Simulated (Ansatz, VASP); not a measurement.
Two plane-wave programs on AgCl

```
Ag Cl
1.0
     0.00000    2.44073    2.44073
     2.44073    0.00000    2.44073
     2.44073    2.44073    0.00000
Ag Cl
1 1
Direct
  0.00000 0.00000 0.00000
  0.50000 0.50000 0.50000
```

Alike in both runs: task relaxation of cell and atoms; functional PBEsol; k mesh 15 × 15 × 15; occupations fermi-dirac, width 0.08 eV; no spin polarisation.

|  | VASP | Ansatz |
| --- | --- | --- |
| version | VASP 6.6.1 | Ansatz 0.2.0 |
| potentials or method | VASP PAW PBE potentials, release 64 (Ag, Cl) | PAW with Ansatz's default frozen-core files, scalar-relativistic |
| plane-wave cutoff (eV) | 600 | 420 |
| valence electrons in the cell | 18 | 26 |

Ansatz gave:

- relaxed volume (Å³/atom): 20.21
- relaxed cell length with the largest relative difference (Å): 3.852

Problem. Estimate VASP's values.

Solution. Relaxed volume (Å³/atom): 20.18; relaxed cell length with the largest relative difference (Å): 3.850.

VASP's potentials were made for PBE, not for PBEsol. VASP's potentials hold 18 valence electrons a cell and Ansatz's 26, so a difference there can come from the potentials and not from the codes.

Noted on VASP's run: the volume moved by over 15 % at a fixed basis, so the end points are rough.
